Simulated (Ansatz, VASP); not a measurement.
## Two plane-wave programs on SiC

```
CELL_PARAMETERS angstrom
3.09194 0.00000 0.00000
-1.54597 2.67770 0.00000
0.00000 0.00000 5.27726
ATOMIC_POSITIONS crystal
Si 0.33333 0.66667 0.50083
Si 0.66667 0.33333 0.00083
C 0.33333 0.66667 0.87417
C 0.66667 0.33333 0.37417
```

Change from the starting cell: strain along c alone, the other axes held, atoms relaxed: +4.0 %.

Alike in both runs: functional PBE; k mesh 12 × 12 × 6; occupations gaussian, width 0.02 eV; no spin polarisation.

Ansatz relaxed the structure, and its values are those at the end. VASP's run is a single point on that final structure, the one shown.

|  | VASP | Ansatz |
| --- | --- | --- |
| version | VASP 6.6.1 | Ansatz 0.2.0 |
| potentials or method | VASP PAW PBE potentials, release 64 (Si, C), cutoff 520 eV | scalar-relativistic, plane waves, PAW |
| valence electrons in the cell | 16 | 16 |

|  | VASP | Ansatz | Ansatz less VASP |
| --- | --- | --- | --- |
| gap on the k mesh at the Fermi level (eV) | 2.13 | 2.14 | +0.005 |
| least direct gap on the mesh (eV) | 4.17 | 4.17 | +0.003 |
| pressure (GPa) | -7.4 | -7.4 | +0.03 |

The functional is the same, so the differences come from potentials, cutoffs and numerics. Ansatz's warnings: stress scf threshold loose.
